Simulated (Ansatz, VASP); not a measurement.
InSb in VASP and in Ansatz

INCAR

```
PREC     = Accurate       # precision mode
ENCUT    = 520            # plane-wave cutoff, eV
EDIFF    = 1E-7           # SCF threshold, eV
ISMEAR   = 0              # smearing method
SIGMA    = 0.1            # smearing width, eV
LREAL    = False          # projectors in reciprocal space
LASPH    = True           # aspherical terms in the spheres
NELM     = 100            # most SCF steps
ALGO     = Normal         # electronic algorithm
ISIF     = 2              # what is computed and relaxed
LWAVE    = False          # write WAVECAR
LCHARG   = True           # write CHGCAR
GGA      = PE             # functional
LELF     = True           # ELF
LVHAR    = True         
NBANDS   = 16             # bands
```

File KPOINTS:

```
regular mesh
0
Gamma
  6 6 4
```

File POSCAR:

```
InSb
1.0
    3.0766560000      0.0000000000      0.0000000000
    0.0000000000      3.0766560000      0.0000000000
    0.0000000000      0.0000000000      6.2154700000
In Sb
1 1
Direct
    0.0000000000      0.0000000000      0.0000000000
    0.0000000000      0.0000000000      0.5000000000
```

Input for Ansatz:

```yaml
crystal:
  lattice:
    - [3.076656, 0.0, 0.0]
    - [0.0, 3.076656, 0.0]
    - [0.0, 0.0, 6.21547]
  atoms:
    - { symbol: In, position: [0.0, 0.0, 0.0] }
    - { symbol: Sb, position: [0.0, 0.0, 0.5] }
basis:
  ecutwfc: 420
kpoints:
  mp_grid: { grid: [6, 6, 4] }
hamiltonian:
  xc: pbe
scf:
  occupations: { method: gaussian, width: 0.1 }
output:
  forces: true
  stress: true
  eigenvalues: true
```

Alike in both runs: task single point; functional PBE; k mesh 6 × 6 × 4; occupations gaussian, width 0.1 eV; no spin polarisation.

```csv
,VASP,Ansatz
version,VASP 6.6.1,Ansatz 0.2.0
potentials or method,"VASP PAW PBE potentials, release 64 (In_d, Sb), cutoff 520 eV","scalar-relativistic, plane waves, PAW"
valence electrons in the cell,18,28
```

```csv
,VASP,Ansatz,Ansatz less VASP
gap on the k mesh at the Fermi level (eV),none,none,-
pressure (GPa),0.8,0.9,+0.02
"traceless stress, the component that is largest in VASP (GPa)",0.30,0.30,+0.004
```

A gap of «none» marks a metal or a gap that the smearing closes. With one functional, cell and mesh, what is left measures potentials, basis and numerics. VASP's potentials hold 18 valence electrons a cell and Ansatz's 28, so a difference there can come from the potentials and not from the codes.

Neither program's run includes spin-orbit coupling.
